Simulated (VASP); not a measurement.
# SiMo6 (Pm-3m) in VASP: further runs

Runs on SiMo6. Level: PBE. Tasks: single point, relaxation of cell and atoms.

Everything below comes from runs of VASP 6.6.1. Logs are shortened: lines on timing, memory, paths and dates and some standing lists are left out, and cuts for length are marked.

### Step 1. The cell of the first run

The structure is cubic, space group Pm-3m (No. 221). The conventional cell has a = 6.016 Å, b = 6.016 Å, c = 6.016 Å, α = 90.00°, β = 90.00°, γ = 90.00°. Si (site symmetry m-3m) has 24 Mo at 4.42 Å and 6 Si at 6.02 Å within 6.1 Å. Within 3.2 Å of Mo (site symmetry 4mm) lie 5 Mo at 2.41 to 2.55 Å.

The cell was built from a structure type or drawn by symmetry, and may not be a known phase.

### Step 2. Single point, PBE

Input file INCAR:

```
PREC = Accurate ; ENCUT = 520
EDIFF = 1E-6 ; ISMEAR = 0
SIGMA = 0.1 ; LREAL = F
LASPH = T ; NELM = 100
ALGO = Normal ; ISIF = 2
LWAVE = F ; LCHARG = T
GGA = PE ; LELF = T
LVHAR = T ; NBANDS = 53
```

Input file KPOINTS:

```
regular mesh
0
Gamma
  6 6 6
```

Input file POSCAR:

```
SiMo6
1.0
    6.0158937015      0.0000000000      0.0000000000
    0.0000000000      6.0158937015      0.0000000000
    0.0000000000      0.0000000000      6.0158937015
Si Mo
1 6
Direct
    0.0000000000      0.0000000000      0.0000000000
    0.2002067432      0.5000000000      0.5000000000
    0.5000000000      0.2002067432      0.5000000000
    0.7997932568      0.5000000000      0.5000000000
    0.5000000000      0.7997932568      0.5000000000
    0.5000000000      0.5000000000      0.2002067432
    0.5000000000      0.5000000000      0.7997932568
```

Potentials or basis: VASP PAW PBE potentials, release 64 (Si, Mo_sv).

Started as:

```bash
cat potpaw_PBE.64/Si/POTCAR potpaw_PBE.64/Mo_sv/POTCAR > POTCAR
mpirun -np 1 vasp_std > vasp.out
```

OUTCAR:

```text
PREC = Accurate
   ENCUT = 520
   EDIFF = 1E-6
   ISMEAR = 0
   LREAL = F
   LASPH = T
   NELM = 100
   ISIF = 2
   GGA = PE

 ion  position               nearest neighbor table
   1  0.000  0.000  0.000-
   2  0.200  0.500  0.500-   4 2.41   3 2.55   5 2.55   6 2.55   7 2.55
   3  0.500  0.200  0.500-   5 2.41   4 2.55   2 2.55   6 2.55   7 2.55
   4  0.800  0.500  0.500-   2 2.41   3 2.55   5 2.55   6 2.55   7 2.55
   5  0.500  0.800  0.500-   3 2.41   2 2.55   4 2.55   6 2.55   7 2.55
   6  0.500  0.500  0.200-   7 2.41   3 2.55   4 2.55   5 2.55   2 2.55
   7  0.500  0.500  0.800-   6 2.41   3 2.55   4 2.55   5 2.55   2 2.55

  LATTYP: Found a simple cubic cell.
 ALAT       =     6.0158937015

  Lattice vectors:

 A1 = (   6.0158937015,   0.0000000000,   0.0000000000)
 A2 = (   0.0000000000,   6.0158937015,   0.0000000000)
 A3 = (   0.0000000000,   0.0000000000,   6.0158937015)

Analysis of symmetry for initial positions (statically):
=====================================================================
 Subroutine PRICEL returns:
 Original cell was already a primitive cell.

 Routine SETGRP: Setting up the symmetry group for a
 simple cubic supercell.

 Subroutine GETGRP returns: Found 48 space group operations
 (whereof 48 operations were pure point group operations)
 out of a pool of 48 trial point group operations.

The static configuration has the point symmetry O_h .

Analysis of symmetry for dynamics (positions and initial velocities):
=====================================================================
 Subroutine PRICEL returns:
 Original cell was already a primitive cell.

 Routine SETGRP: Setting up the symmetry group for a
 simple cubic supercell.

 Subroutine GETGRP returns: Found 48 space group operations
 (whereof 48 operations were pure point group operations)
 out of a pool of 48 trial point group operations.

The dynamic configuration has the point symmetry O_h .

 Subroutine INISYM returns: Found 48 space group operations
 (whereof 48 operations are pure point group operations),
 and found     1 'primitive' translations

----------------------------------------------------------------------------------------

                                     Primitive cell

  volume of cell :     217.7211

  direct lattice vectors                    reciprocal lattice vectors
     6.015893701  0.000000000  0.000000000     0.166226341  0.000000000  0.000000000
     0.000000000  6.015893701  0.000000000     0.000000000  0.166226341  0.000000000
     0.000000000  0.000000000  6.015893701     0.000000000  0.000000000  0.166226341

  length of vectors
     6.015893701  6.015893701  6.015893701     0.166226341  0.166226341  0.166226341

  position of ions in fractional coordinates (direct lattice)
     0.000000000  0.000000000  0.000000000
     0.200206743  0.500000000  0.500000000
     0.500000000  0.200206743  0.500000000
     0.799793257  0.500000000  0.500000000
     0.500000000  0.799793257  0.500000000
     0.500000000  0.500000000  0.200206743
     0.500000000  0.500000000  0.799793257

  ion indices of the primitive-cell ions
   primitive index   ion index
                 1           1
                 2           2
                 3           3
                 4           4
                 5           5
                 6           6
                 7           7

----------------------------------------------------------------------------------------

 KPOINTS: regular mesh

Automatic generation of k-mesh.
 Grid dimensions read from file:
 generate k-points for:    6    6    6

 Generating k-lattice:

  Cartesian coordinates                     Fractional coordinates (reciprocal lattice)
     0.027704390  0.000000000  0.000000000     0.166666667  0.000000000  0.000000000
     0.000000000  0.027704390  0.000000000     0.000000000  0.166666667  0.000000000
     0.000000000  0.000000000  0.027704390     0.000000000  0.000000000  0.166666667

  Length of vectors
     0.027704390  0.027704390  0.027704390

  Shift w.r.t. Gamma in fractional coordinates (k-lattice)
     0.000000000  0.000000000  0.000000000

 Subroutine IBZKPT returns following result:
 ===========================================

 Found     20 irreducible k-points:

 Following reciprocal coordinates:
            Coordinates               Weight
  0.000000  0.000000  0.000000      1.000000
  0.166667  0.000000  0.000000      6.000000
  0.333333  0.000000  0.000000      6.000000
  0.500000  0.000000  0.000000      3.000000
  0.166667  0.166667  0.000000     12.000000
  0.333333  0.166667  0.000000     24.000000
[... 12 lines left out ...]
  0.500000  0.500000  0.333333      6.000000
  0.500000  0.500000  0.500000      1.000000
   k-points           NKPTS =     20   k-points in BZ     NKDIM =     20   number of bands    NBANDS=     53
   number of dos      NEDOS =    301   number of ions     NIONS =      7
   total plane-waves  NPLWV = 110592
   dimension x,y,z NGX =    48 NGY =   48 NGZ =   48
   dimension x,y,z NGXF=    96 NGYF=   96 NGZF=   96
   ions per type =               1   6
   NGX,Y,Z   is equivalent  to a cutoff of  13.26, 13.26, 13.26 a.u.
   NGXF,Y,Z  is equivalent  to a cutoff of  26.53, 26.53, 26.53 a.u.
 SYSTEM =  unknown system
   PREC   = accura    normal or accurate (medium, high low for compatibility)
   ISTART =      0    job   : 0-new  1-cont  2-samecut
   ICHARG =      2    charge: 1-file 2-atom 10-const
   ISPIN  =      1    spin polarized calculation?
   LNONCOLLINEAR =      F non collinear calculations
   LSORBIT =      F    spin-orbit coupling
   LASPH  =      T    aspherical Exc in radial PAW
   ENCUT  =  520.0 eV  38.22 Ry    6.18 a.u.  11.19 11.19 11.19*2*pi/ulx,y,z
   NELM   =    100;   NELMIN=  2; NELMDL= -5     # of ELM steps
   EDIFF  = 0.1E-05   stopping-criterion for ELM
   LREAL  =      F    real-space projection
   EDIFFG = 0.1E-04   stopping-criterion for IOM
   NSW    =      0    number of steps for IOM
   IBRION =     -1    ionic relax: 0-MD 1-quasi-New 2-CG
   NFREE  =      0    steps in history (QN), initial steepest desc. (CG)
   ISIF   =      2    stress and relaxation
   ISYM   =      2    0-nonsym 1-usesym 2-fastsym
   POTIM  = 0.5000    time-step for ionic-motion
   TEBEG  =    0.0;   TEEND  =   0.0 temperature during run
   PSTRESS=    0.0 pullay stress
   NELECT =      88.0000    total number of electrons
   NUPDOWN=      -1.0000    fix difference up-down
   EMIN   =  10.00;   EMAX   =-10.00  energy-range for DOS
   EFERMI =   0.00;   METHOD = LEGACY
   ISMEAR =     0;   SIGMA  =   0.10  broadening in eV -4-tet -1-fermi 0-gaus
   EFERMI_NEDOS =   21; number of points for ismear=-14 and -15
   IALGO  =     38    algorithm
   IMIX   =      4    mixing-type and parameters
     AMIX     =   0.40;   BMIX     =  1.00
     AMIX_MAG =   1.60;   BMIX_MAG =  1.00
  volume/ion in A,a.u.               =      31.10       209.89
  Fermi-wavevector in a.u.,A,eV,Ry     =   1.210419  2.287359 19.934073  1.465113
  Thomas-Fermi vector in A             =   2.345966
   LORBIT       =      0    0 simple, 1 ext, 2 COOP (PROOUT), +10 PAW based schemes
   GGA     = PE    functional components
   LHFCALC =     F    Hartree Fock is set to
   AEXX    =    0.0000 exact exchange contribution
   IVDW    =     0    specifies the selected vdW correction
   LEPSILON=     F    determine dielectric tensor
   LRPA    =     F    only Hartree local field effects (RPA)
 non-spin polarized calculation
 Gauss-broadening in eV      SIGMA  =   0.10
  energy-cutoff  :      520.00
  volume of cell :      217.72
 maximum number of plane-waves:      5904
 NGX is ok and might be reduce to    48
   NGX = 23   NGY = 23   NGZ = 23

 number of electron      88.0000024 magnetization

 Free energy of the ion-electron system (eV)
  ---------------------------------------------------
  ext. energy  EPLUGINS =         0.00000000
  ---------------------------------------------------
  free energy    TOTEN  =       -53.26943572 eV

  energy without entropy =      -53.23464161  energy(sigma->0) =      -53.25203866

 E-fermi :   3.6381     XC(G=0):  -8.9692

 val. band max:        3.6360254607   @ k =   0.3333   0.3333   0.0000
 cond. band min:       3.6634946731   @ k =   0.1667   0.1667   0.1667
 fundamental gap:      0.0274692124
 Fermi energy:         3.6381388157

 k-point     1 :       0.0000    0.0000    0.0000
  band No.  band energies     occupation
      1     -56.8866      2.00000
      2     -56.5356      2.00000
      3     -56.5356      2.00000
      4     -56.4352      2.00000
      5     -56.4352      2.00000
      6     -56.4352      2.00000
[... 45 lines left out ...]
     52       5.2408      0.00000
     53       5.2408      0.00000

 k-point     2 :       0.1667    0.0000    0.0000
  band No.  band energies     occupation
      1     -56.8771      2.00000
      2     -56.5705      2.00000
      3     -56.5355      2.00000
      4     -56.4352      2.00000
      5     -56.4352      2.00000
      6     -56.4096      2.00000
[... 45 lines left out ...]
     52       5.2180      0.00000
     53       5.2180      0.00000

 k-point     3 :       0.3333    0.0000    0.0000
  band No.  band energies     occupation
      1     -56.8545      2.00000
      2     -56.6252      2.00000
      3     -56.5355      2.00000
      4     -56.4352      2.00000
      5     -56.4352      2.00000
      6     -56.3776      2.00000
[... 45 lines left out ...]
     52       5.5265      0.00000
     53       5.5266      0.00000
[... 841 lines left out ...]
 k-point    19 :       0.5000    0.5000    0.3333
  band No.  band energies     occupation
      1     -56.7278      2.00000
      2     -56.6518      2.00000
      3     -56.6518      2.00000
      4     -56.5889      2.00000
      5     -56.3285      2.00000
      6     -56.3142      2.00000
[... 45 lines left out ...]
     52       5.2816      0.00000
     53       5.4729      0.00000

 k-point    20 :       0.5000    0.5000    0.5000
  band No.  band energies     occupation
      1     -56.6793      2.00000
      2     -56.6518      2.00000
      3     -56.6518      2.00000
      4     -56.6518      2.00000
      5     -56.3142      2.00000
      6     -56.3142      2.00000
[... 45 lines left out ...]
     52       5.2750      0.00000
     53       5.2926      0.00000

------------------------ aborting loop because EDIFF is reached ----------------------------------------

  FORCE on cell =-STRESS in cart. coord.  units (eV):
  Direction    XX          YY          ZZ          XY          YZ          ZX
  --------------------------------------------------------------------------------------
  -------------------------------------------------------------------------------------
  Total        0.3224797      0.3224797      0.3224797      0.0000000     -0.0000000     -0.0000000
  in kB        2.3730809      2.3730809      2.3730809      0.0000000     -0.0000000     -0.0000000
  external PRESSURE =       2.3730809 kB  Pullay stress =       0.0000000 kB

 VOLUME and BASIS-vectors are now :
 -----------------------------------------------------------------------------
  energy-cutoff  :      520.00
  volume of cell :      217.72
      direct lattice vectors                 reciprocal lattice vectors
     6.015893701  0.000000000  0.000000000     0.166226341  0.000000000  0.000000000
     0.000000000  6.015893701  0.000000000     0.000000000  0.166226341  0.000000000
     0.000000000  0.000000000  6.015893701     0.000000000  0.000000000  0.166226341

 POSITION                                       TOTAL-FORCE (eV/Angst)
 -----------------------------------------------------------------------------------
      0.00000      0.00000      0.00000         0.000000      0.000000      0.000000
      1.20442      3.00795      3.00795         0.010303     -0.000000      0.000000
      3.00795      1.20442      3.00795         0.000000      0.010303      0.000000
      4.81147      3.00795      3.00795        -0.010303      0.000000      0.000000
      3.00795      4.81147      3.00795         0.000000     -0.010303      0.000000
      3.00795      3.00795      1.20442         0.000000     -0.000000      0.010303
      3.00795      3.00795      4.81147         0.000000      0.000000     -0.010303
 -----------------------------------------------------------------------------------
    total drift:                                0.000000     -0.000000     -0.000000

  FREE ENERGIE OF THE ION-ELECTRON SYSTEM (eV)
  ---------------------------------------------------
  free  energy   TOTEN  =       -53.2694357204 eV

  energy  without entropy=      -53.2346416063  energy(sigma->0) =      -53.25203866
```

It took 2.3 min on 1 thread of Intel Xeon 6975P-C (Granite Rapids), shared host; peak memory 0.4 GiB.

What came out:

```yaml
Free_energy: -53.2694 eV
Pressure: 0.2 GPa
Largest_force: 0.010 eV/Å
Band_gap_on_the_k_mesh: zero (bands 44 and 45 overlap by 0.59 eV)
```

Forces in eV/Å, atoms in the order of the input:
```
Si   0.000  0.000  0.000
Mo   0.010  0.000  0.000
Mo   0.000  0.010  0.000
Mo  -0.010  0.000  0.000
Mo   0.000 -0.010  0.000
Mo   0.000  0.000  0.010
Mo   0.000  0.000 -0.010
```

### Step 3. Relaxation of cell and atoms, PBE

Input file INCAR:

```
SYSTEM = SiMo6
ALGO = Normal ; EDIFF = 1E-7
EDIFFG = -0.01 ; ENCUT = 600
GGA = PE ; IBRION = 2
ISIF = 3 ; ISMEAR = 0
LASPH = .True. ; LCHARG = .False.
LREAL = .False. ; LWAVE = .False.
NELM = 100 ; NSW = 100
PREC = Accurate ; SIGMA = 0.1
```

Input file KPOINTS:

```
k-points
0
Gamma
  6 6 6
  0 0 0
```

Input file POSCAR:

```
SiMo6
1.0
    6.0125777343      0.0000000000      0.0000000000
    0.0000000000      6.0125777343      0.0000000000
    0.0000000000      0.0000000000      6.0125777343
Si Mo
1 6
Direct
    0.0000000000      0.0000000000      0.0000000000
    0.2002310282      0.5000000000      0.5000000000
    0.5000000000      0.2002310282      0.5000000000
    0.7997689718      0.5000000000      0.5000000000
    0.5000000000      0.7997689718      0.5000000000
    0.5000000000      0.5000000000      0.2002310282
    0.5000000000      0.5000000000      0.7997689718
```

Potentials or basis: VASP PAW PBE potentials, release 64 (Si, Mo_sv).

Started as:

```bash
cat potpaw_PBE.64/Si/POTCAR potpaw_PBE.64/Mo_sv/POTCAR > POTCAR
mpirun -np 1 vasp_std > vasp.out
```

Wall time 6.9 min (1 thread of Intel Xeon 6975P-C (Granite Rapids), shared host); peak memory 0.46 GiB.

It converged, with:

* Free energy: -53.2686 eV
* Relaxed volume: 31.22 Å³/atom
* Relaxed cell: a = 6.024 Å, b = 6.024 Å, c = 6.024 Å, α = 90.00°, β = 90.00°, γ = 90.00°
* Space group after relaxing (to 0.1 Å): Pm-3m (No. 221)
* Energy gained by relaxing: 0.2 meV/atom
* Ionic steps: 4
* Pressure after relaxing: 0.0 GPa
* Largest force after relaxing: 0.008 eV/Å
* Band gap on the k mesh: zero (bands 44 and 45 overlap by 0.58 eV)

Forces on the atoms (eV/Å):
```
Si   0.000  0.000  0.000
Mo   0.008  0.000  0.000
Mo   0.000  0.008  0.000
Mo  -0.008  0.000  0.000
Mo   0.000 -0.008  0.000
Mo   0.000  0.000  0.008
Mo   0.000  0.000 -0.008
```

Step by step:
```csv
step,energy change (eV),largest force (eV/Å),pressure (GPa),volume (Å³)
1,0.0000,0.0179,0.33,217.36
2,0.0008,0.1285,-0.41,219.40
3,-0.0009,0.0441,0.02,218.21
4,-0.0012,0.0082,0.00,218.55
```

Final structure:
```
Si Mo
1.0
     6.02352    0.00000    0.00000
     0.00000    6.02352    0.00000
     0.00000    0.00000    6.02352
Si Mo
1 6
Direct
  0.00000 0.00000 0.00000
  0.20047 0.50000 0.50000
  0.50000 0.20047 0.50000
  0.79953 0.50000 0.50000
  0.50000 0.79953 0.50000
  0.50000 0.50000 0.20047
  0.50000 0.50000 0.79953
```

Levels at points of the mesh, in eV from the Fermi level:
```tsv
k point	band 40	band 41	band 42	band 43	band 44	band 45	band 46	band 47	band 48	band 49
(0.00, 0.00, 0.00)	-0.35	-0.35	-0.35	-0.12	-0.12	0.89	0.89	0.89	0.93	0.93
(0.50, 0.00, 0.00)	-0.65	-0.21	-0.16	-0.16	-0.12	0.00	0.56	0.56	1.13	1.39
(0.50, 0.50, 0.00)	-0.85	-0.40	-0.40	-0.18	0.04	0.43	0.43	0.64	0.88	1.30
(0.50, 0.50, 0.50)	-0.71	-0.71	-0.71	-0.53	-0.53	-0.53	0.65	0.65	0.65	1.42
```
